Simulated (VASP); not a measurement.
# AlN (Fm-3m) in VASP: further runs

The runs below take AlN through single point, with PBEsol.

Program: VASP 6.6.1. These are calculated values, not measurements. Logs are shortened: lines on timing, memory, paths and dates and some standing lists are left out, and cuts for length are marked.

### Step 1. The cell of the first run

Symmetry: Fm-3m, No. 225, cubic system. Conventional cell: a = 4.069 Å, b = 4.069 Å, c = 4.069 Å, α = 90.00°, β = 90.00°, γ = 90.00°. Al (site symmetry m-3m) has 6 N at 2.03 Å within 2.7 Å. Within 2.7 Å of N (site symmetry m-3m) lie 6 Al at 2.03 Å.

### Step 2. Single point, PBEsol

Input file INCAR:

```
SYSTEM = AlN
ALGO     = Normal         ! electronic algorithm
EDIFF    = 1E-6           ! SCF threshold, eV
ENCUT    = 600            ! plane-wave cutoff, eV
GGA      = PS             ! functional
GGA_COMPAT= .False.      
ISIF     = 2              ! what is computed and relaxed
ISMEAR   = 0              ! smearing method
LASPH    = .True.         ! aspherical terms in the spheres
LCHARG   = .False.        ! write CHGCAR
LREAL    = .False.        ! projectors in reciprocal space
LWAVE    = .False.        ! write WAVECAR
NBANDS   = 11             ! bands
NELM     = 120            ! most SCF steps
PREC     = Accurate       ! precision mode
SIGMA    = 0.1            ! smearing width, eV
```

Input file KPOINTS:

```
k-points
0
Gamma
  8 8 8
  0 0 0
```

Input file POSCAR:

```
AlN
1.0
    0.0000000000      2.0345180000      2.0345180000
    2.0345180000      0.0000000000      2.0345180000
    2.0345180000      2.0345180000      0.0000000000
Al N
1 1
Direct
    0.5000000000      0.5000000000      0.5000000000
    0.0000000000      0.0000000000      0.0000000000
```

Potentials or basis: VASP PAW PBE potentials, release 64 (Al, N).

The run is started by

```
$ cat potpaw_PBE.64/Al/POTCAR potpaw_PBE.64/N/POTCAR > POTCAR
$ mpirun -np 1 vasp_std > vasp.out
```

OUTCAR:

```text
SYSTEM = AlN
   EDIFF = 1E-6
   ENCUT = 600
   GGA = PS
   ISIF = 2
   ISMEAR = 0
   LASPH = .True.
   LREAL = .False.
   NELM = 120
   PREC = Accurate

 ion  position               nearest neighbor table
   1  0.500  0.500  0.500-   2 2.03   2 2.03   2 2.03   2 2.03   2 2.03   2 2.03
   2  0.000  0.000  0.000-   1 2.03   1 2.03   1 2.03   1 2.03   1 2.03   1 2.03

  LATTYP: Found a face centered cubic cell.
 ALAT       =     4.0690360000

  Lattice vectors:

 A1 = (   0.0000000000,   2.0345180000,   2.0345180000)
 A2 = (   2.0345180000,   0.0000000000,   2.0345180000)
 A3 = (   2.0345180000,   2.0345180000,   0.0000000000)

Analysis of symmetry for initial positions (statically):
=====================================================================
 Subroutine PRICEL returns:
 Original cell was already a primitive cell.

 Routine SETGRP: Setting up the symmetry group for a
 face centered cubic supercell.

 Subroutine GETGRP returns: Found 48 space group operations
 (whereof 48 operations were pure point group operations)
 out of a pool of 48 trial point group operations.

The static configuration has the point symmetry O_h .

Analysis of symmetry for dynamics (positions and initial velocities):
=====================================================================
 Subroutine PRICEL returns:
 Original cell was already a primitive cell.

 Routine SETGRP: Setting up the symmetry group for a
 face centered cubic supercell.

 Subroutine GETGRP returns: Found 48 space group operations
 (whereof 48 operations were pure point group operations)
 out of a pool of 48 trial point group operations.

The dynamic configuration has the point symmetry O_h .

 Subroutine INISYM returns: Found 48 space group operations
 (whereof 48 operations are pure point group operations),
 and found     1 'primitive' translations

----------------------------------------------------------------------------------------

                                     Primitive cell

  volume of cell :      16.8428

  direct lattice vectors                    reciprocal lattice vectors
     0.000000000  2.034518000  2.034518000    -0.245758455  0.245758455  0.245758455
     2.034518000  0.000000000  2.034518000     0.245758455 -0.245758455  0.245758455
     2.034518000  2.034518000  0.000000000     0.245758455  0.245758455 -0.245758455

  length of vectors
     2.877242948  2.877242948  2.877242948     0.425666130  0.425666130  0.425666130

  position of ions in fractional coordinates (direct lattice)
[... 87 lines left out ...]
   POTIM  = 0.5000    time-step for ionic-motion
   TEBEG  =    0.0;   TEEND  =   0.0 temperature during run
   PSTRESS=    0.0 pullay stress
   NELECT =       8.0000    total number of electrons
   NUPDOWN=      -1.0000    fix difference up-down
   EMIN   =  10.00;   EMAX   =-10.00  energy-range for DOS
   EFERMI =   0.00;   METHOD = LEGACY
   ISMEAR =     0;   SIGMA  =   0.10  broadening in eV -4-tet -1-fermi 0-gaus
   EFERMI_NEDOS =   21; number of points for ismear=-14 and -15
   IALGO  =     38    algorithm
   IMIX   =      4    mixing-type and parameters
     AMIX     =   0.40;   BMIX     =  1.00
     AMIX_MAG =   1.60;   BMIX_MAG =  1.00
  volume/ion in A,a.u.               =       8.42        56.83
  Fermi-wavevector in a.u.,A,eV,Ry     =   1.277321  2.413786 22.198561  1.631548
  Thomas-Fermi vector in A             =   2.409927
   LORBIT       =      0    0 simple, 1 ext, 2 COOP (PROOUT), +10 PAW based schemes
   GGA     = PS    functional components
   LHFCALC =     F    Hartree Fock is set to
   AEXX    =    0.0000 exact exchange contribution
   IVDW    =     0    specifies the selected vdW correction
   LEPSILON=     F    determine dielectric tensor
   LRPA    =     F    only Hartree local field effects (RPA)
 non-spin polarized calculation
 Gauss-broadening in eV      SIGMA  =   0.10
  energy-cutoff  :      600.00
  volume of cell :       16.84
 maximum number of plane-waves:       588
   NGX = 11   NGY = 11   NGZ = 11

 number of electron       7.9999999 magnetization

 Free energy of the ion-electron system (eV)
  ---------------------------------------------------
  ext. energy  EPLUGINS =         0.00000000
  ---------------------------------------------------
  free energy    TOTEN  =       -15.44621351 eV

  energy without entropy =      -15.44621351  energy(sigma->0) =      -15.44621351

 E-fermi :  10.1329     XC(G=0): -12.3630

 val. band max:        9.6419895930   @ k =   0.0000   0.0000   0.0000
 cond. band min:      14.0161705274   @ k =   0.5000   0.5000   0.0000
 fundamental gap:      4.3741809345
 Fermi energy:        10.1328664755

 k-point     1 :       0.0000    0.0000    0.0000
  band No.  band energies     occupation
      1      -7.7368      2.00000
      2       9.6420      2.00000
      3       9.6420      2.00000
      4       9.6420      2.00000
      5      15.0407      0.00000
      6      21.6070      0.00000
      7      21.6070      0.00000
      8      21.6070      0.00000
      9      26.6344      0.00000
     10      27.1903      0.00000
     11      27.1903      0.00000
[... 309 lines left out ...]
 k-point    24 :      -0.3750    0.2500    0.1250
  band No.  band energies     occupation
      1      -4.0179      2.00000
      2       2.2718      2.00000
      3       5.9722      2.00000
      4       7.6812      2.00000
      5      17.8514      0.00000
      6      17.9624      0.00000
      7      21.6881      0.00000
      8      22.1520      0.00000
      9      27.4534      0.00000
     10      28.3180      0.00000
     11      31.7192      0.00000

 [... further k-points ...]

------------------------ aborting loop because EDIFF is reached ----------------------------------------

  FORCE on cell =-STRESS in cart. coord.  units (eV):
  Direction    XX          YY          ZZ          XY          YZ          ZX
  --------------------------------------------------------------------------------------
  -------------------------------------------------------------------------------------
  Total       -0.4967171     -0.4967171     -0.4967171     -0.0000000     -0.0000000     -0.0000000
  in kB      -47.2503568    -47.2503568    -47.2503568     -0.0000000     -0.0000000     -0.0000000
  external PRESSURE =     -47.2503568 kB  Pullay stress =       0.0000000 kB

 VOLUME and BASIS-vectors are now :
 -----------------------------------------------------------------------------
  energy-cutoff  :      600.00
  volume of cell :       16.84
      direct lattice vectors                 reciprocal lattice vectors
     0.000000000  2.034518000  2.034518000    -0.245758455  0.245758455  0.245758455
     2.034518000  0.000000000  2.034518000     0.245758455 -0.245758455  0.245758455
     2.034518000  2.034518000  0.000000000     0.245758455  0.245758455 -0.245758455

 POSITION                                       TOTAL-FORCE (eV/Angst)
 -----------------------------------------------------------------------------------
      2.03452      2.03452      2.03452         0.000000      0.000000      0.000000
      0.00000      0.00000      0.00000        -0.000000      0.000000     -0.000000
 -----------------------------------------------------------------------------------
    total drift:                                0.000000     -0.000000     -0.000000

  FREE ENERGIE OF THE ION-ELECTRON SYSTEM (eV)
  ---------------------------------------------------
  free  energy   TOTEN  =       -15.4462135096 eV

  energy  without entropy=      -15.4462135096  energy(sigma->0) =      -15.44621351
```

OSZICAR:

```text
N       E                     dE             d eps       ncg     rms          rms(c)
DAV:   1     0.911302691256E+01    0.91130E+01   -0.42774E+03   638   0.744E+02
DAV:   2    -0.161731143329E+02   -0.25286E+02   -0.23550E+02   769   0.144E+02
DAV:   3    -0.170407304715E+02   -0.86762E+00   -0.86560E+00   789   0.236E+01
DAV:   4    -0.170439920084E+02   -0.32615E-02   -0.32612E-02   713   0.149E+00
DAV:   5    -0.170440167424E+02   -0.24734E-04   -0.24734E-04   758   0.139E-01    0.720E+00
DAV:   6    -0.154847879788E+02    0.15592E+01   -0.68036E+00   737   0.142E+01    0.265E+00
DAV:   7    -0.154599776276E+02    0.24810E-01   -0.15172E-01   704   0.285E+00    0.172E+00
DAV:   8    -0.154465125412E+02    0.13465E-01   -0.14489E-02   683   0.117E+00    0.340E-01
DAV:   9    -0.154461930260E+02    0.31952E-03   -0.13724E-03   752   0.233E-01    0.154E-01
DAV:  10    -0.154462173876E+02   -0.24362E-04   -0.79592E-05   723   0.640E-02    0.365E-02
DAV:  11    -0.154462137445E+02    0.36432E-05   -0.95038E-06   707   0.188E-02    0.637E-03
DAV:  12    -0.154462135096E+02    0.23484E-06   -0.33842E-07   379   0.513E-03
   1 F= -.15446214E+02 E0= -.15446214E+02  d E =-.113369E-13
```

stdout:

```text
POSCAR found type information on POSCAR AlN
 POSCAR found :  2 types and       2 ions
 scaLAPACK will be used
 -----------------------------------------------------------------------------
|                                                                             |
|                                                                             |
|     You enforced a specific xc type in the INCAR file but a different       |
|     I HOPE YOU KNOW WHAT YOU ARE DOING!                                     |
|                                                                             |
 -----------------------------------------------------------------------------

 LDA part: xc-table for (Slater+PW92), standard interpolation
 POSCAR, INCAR and KPOINTS ok, starting setup
 FFT: planning ... GRIDC
 FFT: planning ... GRID_SOFT
 FFT: planning ... GRID
 WAVECAR not read
 entering main loop
```

Wall time 5.8 s (1 thread of Intel Xeon Platinum 8488C (Sapphire Rapids), shared host); peak memory 0.13 GiB.

What came out:

| Quantity | Value |
| --- | --- |
| Free energy | -15.4462 eV |
| Pressure | -4.7 GPa |
| Band gap on the k mesh | 4.37 eV (least direct gap 5.40 eV) |

Levels at points of the mesh, in eV from the valence-band top:
| k point | band 1 | band 2 | band 3 | band 4 | band 5 | band 6 | band 7 | band 8 | band 9 |
| --- | --- | --- | --- | --- | --- | --- | --- | --- | --- |
| (0.00, 0.00, 0.00) | -17.38 | 0.00 | 0.00 | 0.00 | 5.40 | 11.96 | 11.96 | 11.96 | 16.99 |
| (0.50, 0.00, 0.00) | -14.15 | -8.25 | -1.06 | -1.06 | 5.92 | 10.75 | 10.75 | 12.97 | 15.75 |
| (0.50, 0.50, 0.00) | -13.18 | -7.32 | -2.77 | -2.77 | 4.37 | 5.17 | 13.74 | 16.86 | 16.86 |

Caveat: the cell stands under tension; the PAW data sets were made with another functional, which shifts forces and pressure a little. A k mesh can miss the band edges.

### Step 3. Single point, PBEsol

This run uses another cell than the first one, of 8.27 Å³/atom.

Input file INCAR:

```
SYSTEM = AlN
PREC = Accurate
ENCUT = 600
EDIFF = 1E-6
ISMEAR = 0
SIGMA = 0.02
LREAL = .False.
LASPH = .True.
NELM = 120
ALGO = Normal
ISIF = 2
LWAVE = .False.
LCHARG = .False.
GGA = PS
NBANDS = 11
GGA_COMPAT = .False.
```

Input file KPOINTS:

```
Automatic mesh
0
Gamma
  10 10 10
  0 0 0
```

Input file POSCAR:

```
AlN
1.0
    0.0000000000      2.0226231493      2.0226231493
    2.0226231493      0.0000000000      2.0226231493
    2.0226231493      2.0226231493      0.0000000000
Al N
1 1
Direct
    0.5000000000      0.5000000000      0.5000000000
    0.0000000000      0.0000000000      0.0000000000
```

Potentials or basis: VASP PAW PBE potentials, release 64 (Al, N).

The run is started by

```
$ cat potpaw_PBE.64/Al/POTCAR potpaw_PBE.64/N/POTCAR > POTCAR
$ mpirun -np 1 vasp_std > vasp.out
```

It took 6 s on 1 thread of Intel Xeon Platinum 8488C (Sapphire Rapids), shared host; peak memory 0.13 GiB.

Results (log left out):

```yaml
Free_energy: -15.4507 eV
Pressure: -0.3 GPa
Band_gap_on_the_k_mesh: 4.54 eV (least direct gap 5.65 eV)
```

Levels at points of the mesh, in eV from the valence-band top:
```tsv
k point	band 1	band 2	band 3	band 4	band 5	band 6	band 7	band 8
(0.00, 0.00, 0.00)	-17.54	0.00	0.00	0.00	5.65	12.02	12.02	12.02
(0.50, 0.00, 0.00)	-14.24	-8.36	-1.09	-1.09	6.03	10.89	10.89	13.24
(0.50, 0.50, 0.00)	-13.25	-7.44	-2.82	-2.82	4.54	5.14	13.95	17.14
```

Caveat: the PAW data sets were made with another functional, which shifts forces and pressure a little.
